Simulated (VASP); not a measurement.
Here is a VASP 6.6.1 calculation.

INCAR

```
SYSTEM = Ge4S
PREC = Accurate ; ENCUT = 520
EDIFF = 1E-7 ; ISMEAR = 0
SIGMA = 0.1 ; LREAL = .False.
LASPH = .True. ; NELM = 60
ALGO = Fast ; ISIF = 2
LWAVE = .False. ; LCHARG = .False.
LDIPOL = .True. ; IDIPOL = 3
DIPOL = 0.5 0.5 0.353 ; GGA = PE
IBRION = 2 ; NSW = 36
EDIFFG = -0.025
```

The input KPOINTS:

```
Automatic mesh
0
Gamma
  7 7 1
  0 0 0
```

The input POSCAR:

```
Ge4S
1.0
    4.0740542171      0.0000000000      0.0000000000
    0.0000000000      4.0740542171      0.0000000000
    0.0000000000      0.0000000000     19.8557569412
Ge S
4 1
Selective dynamics
Direct
    0.0000000000      0.5000000000      0.2014529092  F F F
    0.0000000000      0.0000000000      0.2739958843  F F F
    0.5000000000      0.0000000000      0.3493666172  F F F
    0.5000000000      0.5000000000      0.4208228861  F F F
    0.5000000000      0.6250000000      0.5213106098  F F T
```

Potentials or basis: VASP PAW PBE potentials, release 64 (Ge_d, S).

The run is started by

```bash
$ cat potpaw_PBE.64/Ge_d/POTCAR potpaw_PBE.64/S/POTCAR > POTCAR
$ mpirun -np 1 vasp_std > vasp.out
```

(1) Predict the band gap on the k mesh.

(2) Predict the energy gained by relaxing.

## Answers

(1) zero (bands 31 and 32 overlap by 0.35 eV).

(2) 0.0 meV/atom.
